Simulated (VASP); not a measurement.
# Pb (P6/mmm) in VASP: notebook

Runs on Pb. Level: PBE. Tasks: single point.

Program: VASP 6.6.1. These are calculated values, not measurements. Logs are shortened: lines on timing, memory, paths and dates and some standing lists are left out, and cuts for length are marked.

**1. The cell of the first run**

The structure is hexagonal, space group P6/mmm (No. 191). The conventional cell has a = 3.408 Å, b = 3.408 Å, c = 3.265 Å, α = 90.00°, β = 90.00°, γ = 120.00°. Pb (site symmetry 6/mmm) has 8 Pb at 3.27 to 3.41 Å within 4.3 Å.

**2. Single point, PBE**

INCAR reads:

```
PREC = Accurate
ENCUT = 520
EDIFF = 1E-6
ISMEAR = -1
SIGMA = 0.05
LREAL = F
LASPH = T
NELM = 80
ALGO = Normal
ISIF = 2
LWAVE = F
LCHARG = F
GGA = PE
NBANDS = 13
```

KPOINTS reads:

```
regular mesh
0
Gamma
  13 13 12
```

POSCAR reads:

```
Pb
1.0
    3.4079923226      0.0000000000      0.0000000000
   -1.7039961613      2.9514079273      0.0000000000
    0.0000000000      0.0000000000      3.2651043491
Pb
1
Direct
    0.0000000000      0.0000000000      0.0000000000
```

Potentials or basis: VASP PAW PBE potentials, release 64 (Pb_d).

Command:

```bash
$ cat potpaw_PBE.64/Pb_d/POTCAR > POTCAR
$ mpirun -np 1 vasp_std > vasp.out
```

OUTCAR:

```text
PREC = Accurate
   ENCUT = 520
   EDIFF = 1E-6
   ISMEAR = -1
   LREAL = F
   LASPH = T
   NELM = 80
   ISIF = 2
   GGA = PE

 ion  position               nearest neighbor table
   1  0.000  0.000  0.000-

  LATTYP: Found a hexagonal cell.
 ALAT       =     3.4079923226
 C/A-ratio  =     0.9580726833

  Lattice vectors:

 A1 = (   3.4079923226,   0.0000000000,   0.0000000000)
 A2 = (  -1.7039961613,   2.9514079273,   0.0000000000)
 A3 = (   0.0000000000,   0.0000000000,   3.2651043491)

Analysis of symmetry for initial positions (statically):
=====================================================================
 Subroutine PRICEL returns:
 Original cell was already a primitive cell.

 Routine SETGRP: Setting up the symmetry group for a
 hexagonal supercell.

 Subroutine GETGRP returns: Found 24 space group operations
 (whereof 24 operations were pure point group operations)
 out of a pool of 24 trial point group operations.

The static configuration has the point symmetry D_6h.

Analysis of symmetry for dynamics (positions and initial velocities):
=====================================================================
 Subroutine PRICEL returns:
 Original cell was already a primitive cell.

 Routine SETGRP: Setting up the symmetry group for a
 hexagonal supercell.

 Subroutine GETGRP returns: Found 24 space group operations
 (whereof 24 operations were pure point group operations)
 out of a pool of 24 trial point group operations.

The dynamic configuration has the point symmetry D_6h.

 Subroutine INISYM returns: Found 24 space group operations
 (whereof 24 operations are pure point group operations),
 and found     1 'primitive' translations

----------------------------------------------------------------------------------------

                                     Primitive cell

  volume of cell :      32.8416

  direct lattice vectors                    reciprocal lattice vectors
     3.407992323  0.000000000  0.000000000     0.293427891  0.169410672  0.000000000
    -1.703996161  2.951407927  0.000000000     0.000000000  0.338821344  0.000000000
     0.000000000  0.000000000  3.265104349     0.000000000  0.000000000  0.306268925

  length of vectors
     3.407992323  3.407992323  3.265104349     0.338821344  0.338821344  0.306268925

  position of ions in fractional coordinates (direct lattice)
     0.000000000  0.000000000  0.000000000

  ion indices of the primitive-cell ions
   primitive index   ion index
                 1           1

----------------------------------------------------------------------------------------

 KPOINTS: regular mesh

Automatic generation of k-mesh.
 Grid dimensions read from file:
 generate k-points for:   13   13   12

 Generating k-lattice:

  Cartesian coordinates                     Fractional coordinates (reciprocal lattice)
     0.022571376  0.013031590  0.000000000     0.076923077  0.000000000  0.000000000
     0.000000000  0.026063180  0.000000000     0.000000000  0.076923077  0.000000000
     0.000000000  0.000000000  0.025522410     0.000000000  0.000000000  0.083333333

  Length of vectors
     0.026063180  0.026063180  0.025522410

  Shift w.r.t. Gamma in fractional coordinates (k-lattice)
     0.000000000  0.000000000  0.000000000

 Subroutine IBZKPT returns following result:
 ===========================================

 Found    147 irreducible k-points:

 Following reciprocal coordinates:
            Coordinates               Weight
  0.000000  0.000000  0.000000      1.000000
  0.076923  0.000000  0.000000      6.000000
  0.153846  0.000000  0.000000      6.000000
  0.230769  0.000000  0.000000      6.000000
  0.307692  0.000000  0.000000      6.000000
  0.384615  0.000000  0.000000      6.000000
[... 16 lines left out ...]
  0.076923  0.000000  0.083333     12.000000
  0.153846  0.000000  0.083333     12.000000
 [... further k-points ...]
   k-points           NKPTS =    147   k-points in BZ     NKDIM =    147   number of bands    NBANDS=     13
   number of dos      NEDOS =    301   number of ions     NIONS =      1
   total plane-waves  NPLWV =  18816
   dimension x,y,z NGX =    28 NGY =   28 NGZ =   24
   dimension x,y,z NGXF=    56 NGYF=   56 NGZF=   48
   ions per type =               1
   NGX,Y,Z   is equivalent  to a cutoff of  13.66, 13.66, 12.22 a.u.
   NGXF,Y,Z  is equivalent  to a cutoff of  27.32, 27.32, 24.44 a.u.
 SYSTEM =  unknown system
   PREC   = accura    normal or accurate (medium, high low for compatibility)
   ISTART =      0    job   : 0-new  1-cont  2-samecut
   ICHARG =      2    charge: 1-file 2-atom 10-const
   ISPIN  =      1    spin polarized calculation?
   LNONCOLLINEAR =      F non collinear calculations
   LSORBIT =      F    spin-orbit coupling
   LASPH  =      T    aspherical Exc in radial PAW
   ENCUT  =  520.0 eV  38.22 Ry    6.18 a.u.   6.34  6.34  6.07*2*pi/ulx,y,z
   NELM   =     80;   NELMIN=  2; NELMDL= -5     # of ELM steps
   EDIFF  = 0.1E-05   stopping-criterion for ELM
   LREAL  =      F    real-space projection
   EDIFFG = 0.1E-04   stopping-criterion for IOM
   NSW    =      0    number of steps for IOM
   IBRION =     -1    ionic relax: 0-MD 1-quasi-New 2-CG
   NFREE  =      0    steps in history (QN), initial steepest desc. (CG)
   ISIF   =      2    stress and relaxation
   ISYM   =      2    0-nonsym 1-usesym 2-fastsym
   POTIM  = 0.5000    time-step for ionic-motion
   TEBEG  =    0.0;   TEEND  =   0.0 temperature during run
   PSTRESS=    0.0 pullay stress
   NELECT =      14.0000    total number of electrons
   NUPDOWN=      -1.0000    fix difference up-down
   EMIN   =  10.00;   EMAX   =-10.00  energy-range for DOS
   EFERMI =   0.00;   METHOD = LEGACY
   ISMEAR =    -1;   SIGMA  =   0.05  broadening in eV -4-tet -1-fermi 0-gaus
   EFERMI_NEDOS =   21; number of points for ismear=-14 and -15
   IALGO  =     38    algorithm
   IMIX   =      4    mixing-type and parameters
     AMIX     =   0.40;   BMIX     =  1.00
     AMIX_MAG =   1.60;   BMIX_MAG =  1.00
  volume/ion in A,a.u.               =      32.84       221.63
  Fermi-wavevector in a.u.,A,eV,Ry     =   1.232090  2.328313 20.654277  1.518047
  Thomas-Fermi vector in A             =   2.366874
   LORBIT       =      0    0 simple, 1 ext, 2 COOP (PROOUT), +10 PAW based schemes
   GGA     = PE    functional components
   LHFCALC =     F    Hartree Fock is set to
   AEXX    =    0.0000 exact exchange contribution
   IVDW    =     0    specifies the selected vdW correction
   LEPSILON=     F    determine dielectric tensor
   LRPA    =     F    only Hartree local field effects (RPA)
 non-spin polarized calculation
  energy-cutoff  :      520.00
  volume of cell :       32.84
 maximum number of plane-waves:       912
 NGX is ok and might be reduce to    28
   NGX = 13   NGY = 13   NGZ = 13

 number of electron      13.9999996 magnetization

 Free energy of the ion-electron system (eV)
  ---------------------------------------------------
  ext. energy  EPLUGINS =         0.00000000
  ---------------------------------------------------
  free energy    TOTEN  =        -3.46220908 eV

  energy without entropy =       -3.45804517  energy(sigma->0) =       -3.46012712

 E-fermi :   6.2020     XC(G=0):  -9.7471

 val. band max:        6.1959267528   @ k =   0.3077   0.3077   0.4167
 cond. band min:       6.2066334717   @ k =   0.2308   0.1538   0.2500
 fundamental gap:      0.0107067188
 Fermi energy:         6.2020215801

 k-point     1 :       0.0000    0.0000    0.0000
  band No.  band energies     occupation
      1     -10.9405      2.00000
      2     -10.7000      2.00000
      3     -10.7000      2.00000
      4     -10.4209      2.00000
      5     -10.4209      2.00000
      6      -5.0261      2.00000
      7      10.7876      0.00000
      8      12.8025      0.00000
      9      12.8025      0.00000
     10      14.3954      0.00000
     11      16.3913      0.00000
     12      16.8244      0.00000
     13      18.4208      0.00000

 k-point     2 :       0.0769    0.0000    0.0000
  band No.  band energies     occupation
      1     -10.9313      2.00000
      2     -10.7034      2.00000
      3     -10.6828      2.00000
      4     -10.4286      2.00000
      5     -10.4227      2.00000
      6      -4.9227      2.00000
      7      10.9085      0.00000
      8      11.6089      0.00000
      9      12.4910      0.00000
     10      14.5588      0.00000
     11      15.8014      0.00000
     12      17.6395      0.00000
     13      18.8666      0.00000

 k-point     3 :       0.1538    0.0000    0.0000
  band No.  band energies     occupation
      1     -10.9089      2.00000
      2     -10.7107      2.00000
      3     -10.6350      2.00000
      4     -10.4499      2.00000
      5     -10.4277      2.00000
      6      -4.6128      2.00000
      7       9.5145      0.00000
      8      11.2630      0.00000
      9      11.7824      0.00000
     10      14.6673      0.00000
     11      15.1464      0.00000
     12      19.1284      0.00000
     13      19.9729      0.00000
[... 305 lines left out ...]
 k-point    23 :       0.0769    0.0000    0.0833
  band No.  band energies     occupation
      1     -10.9047      2.00000
      2     -10.7020      2.00000
      3     -10.6815      2.00000
      4     -10.4382      2.00000
      5     -10.4321      2.00000
      6      -4.8288      2.00000
      7       9.6997      0.00000
      8      11.7360      0.00000
      9      12.6063      0.00000
     10      15.7745      0.00000
     11      15.9912      0.00000
     12      17.6993      0.00000
     13      18.9261      0.00000

 k-point    24 :       0.1538    0.0000    0.0833
  band No.  band energies     occupation
      1     -10.8822      2.00000
      2     -10.7086      2.00000
      3     -10.6338      2.00000
      4     -10.4603      2.00000
      5     -10.4372      2.00000
      6      -4.5195      2.00000
      7       9.5933      0.00000
      8      10.0742      0.00000
      9      11.8940      0.00000
     10      15.0336      0.00000
     11      16.1998      0.00000
     12      19.1723      0.00000
     13      20.0368      0.00000

 [... further k-points ...]
[... 5 lines left out ...]
  --------------------------------------------------------------------------------------
  -------------------------------------------------------------------------------------
  Total        0.0388686      0.0388686      0.0381419      0.0000000      0.0000000      0.0000000
  in kB        1.8962034      1.8962034      1.8607484      0.0000000      0.0000000      0.0000000
  external PRESSURE =       1.8843850 kB  Pullay stress =       0.0000000 kB

 VOLUME and BASIS-vectors are now :
 -----------------------------------------------------------------------------
  energy-cutoff  :      520.00
  volume of cell :       32.84
      direct lattice vectors                 reciprocal lattice vectors
     3.407992323  0.000000000  0.000000000     0.293427891  0.169410672  0.000000000
    -1.703996161  2.951407927  0.000000000     0.000000000  0.338821344  0.000000000
     0.000000000  0.000000000  3.265104349     0.000000000  0.000000000  0.306268925

 POSITION                                       TOTAL-FORCE (eV/Angst)
 -----------------------------------------------------------------------------------
      0.00000      0.00000      0.00000         0.000000      0.000000      0.000000
 -----------------------------------------------------------------------------------
    total drift:                               -0.000000     -0.000000      0.000000

  FREE ENERGIE OF THE ION-ELECTRON SYSTEM (eV)
  ---------------------------------------------------
  free  energy   TOTEN  =        -3.4622090788 eV

  energy  without entropy=       -3.4580451706  energy(sigma->0) =       -3.46012712
```

Wall time 48 s (1 thread of Intel Xeon Platinum 8488C (Sapphire Rapids), shared host); peak memory 0.19 GiB.

Results:

* Free energy: -3.4622 eV
* Pressure: 0.2 GPa
* Band gap on the k mesh: zero (band 7 reaches 10.91 eV, above the bottom of band 8 at 4.76 eV)

Caveat: spin-orbit coupling is left out, which moves the levels of the heavy elements.

(Part 1 of 2 ends here.)
